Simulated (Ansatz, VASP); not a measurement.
**MgO in VASP and in Ansatz**

File INCAR:

```
SYSTEM = MgO
ALGO     = Normal         ! electronic algorithm
EDIFF    = 1E-6           ! SCF threshold, eV
ENCUT    = 600            ! plane-wave cutoff, eV
GGA      = PE             ! functional
GGA_COMPAT= .FALSE.      
ISIF     = 2              ! what is computed and relaxed
ISMEAR   = 0              ! smearing method
LASPH    = .TRUE.         ! aspherical terms in the spheres
LCHARG   = .FALSE.        ! write CHGCAR
LREAL    = .FALSE.        ! projectors in reciprocal space
LWAVE    = .FALSE.        ! write WAVECAR
NBANDS   = 11             ! bands
NELM     = 120            ! most SCF steps
PREC     = Accurate       ! precision mode
SIGMA    = 0.05           ! smearing width, eV
```

The input KPOINTS:

```
k-points
0
G
  10 10 10
  0 0 0
```

POSCAR

```
MgO
1.0
    0.0000000000      2.1351500000      2.1351500000
    2.1351500000      0.0000000000      2.1351500000
    2.1351500000      2.1351500000      0.0000000000
Mg O
1 1
Direct
    0.0000000000      0.0000000000      0.0000000000
    0.5000000000      0.5000000000      0.4834412856
```

Input for Ansatz:

```yaml
crystal:
  lattice:
    - [0.0, 2.13515, 2.13515]
    - [2.13515, 0.0, 2.13515]
    - [2.13515, 2.13515, 0.0]
  atoms:
    - { symbol: Mg, position: [0.0, 0.0, 0.0] }
    - { symbol: O, position: [0.5, 0.5, 0.4834412856] }
basis:
  ecutwfc: 420
kpoints:
  mp_grid: { grid: [10, 10, 10] }
hamiltonian:
  xc: pbe
scf:
  occupations: { method: gaussian, width: 0.05 }
output:
  forces: true
  stress: true
  eigenvalues: true
  write_density: true
  write_potential: true
  elf: true
  volumetric_format: npy
```

Change from the starting cell: all O atoms moved -0.050 Å, as atom 2 along Cartesian [1 1 0].

Alike in both runs: task single point; functional PBE; k mesh 10 × 10 × 10; occupations gaussian, width 0.05 eV; no spin polarisation.

|  | VASP | Ansatz |
| --- | --- | --- |
| version | VASP 6.6.1 | Ansatz 0.2.0 |
| potentials or method | VASP PAW PBE potentials, release 64 (Mg, O), cutoff 600 eV | scalar-relativistic, plane waves, PAW |
| valence electrons in the cell | 8 | 16 |

VASP gave:

```
gap on the k mesh at the Fermi level (eV)                     : 4.34
least direct gap on the mesh (eV)                             : 4.34
pressure (GPa)                                                : -2.5
traceless stress, the component that is largest in VASP (GPa) : -0.26
rms of the force components (eV/Å)                            : 0.131
```

Problem. Which values does Ansatz return?

Solution. gap on the k mesh at the Fermi level (eV): 4.35; least direct gap on the mesh (eV): 4.35; pressure (GPa): -1.5; traceless stress, the component that is largest in VASP (GPa): -0.25; rms of the force components (eV/Å): 0.129.

Atom by atom the forces differ by 0.002 eV/Å (rms over components). VASP's potentials hold 8 valence electrons a cell and Ansatz's 16, so a difference there can come from the potentials and not from the codes.
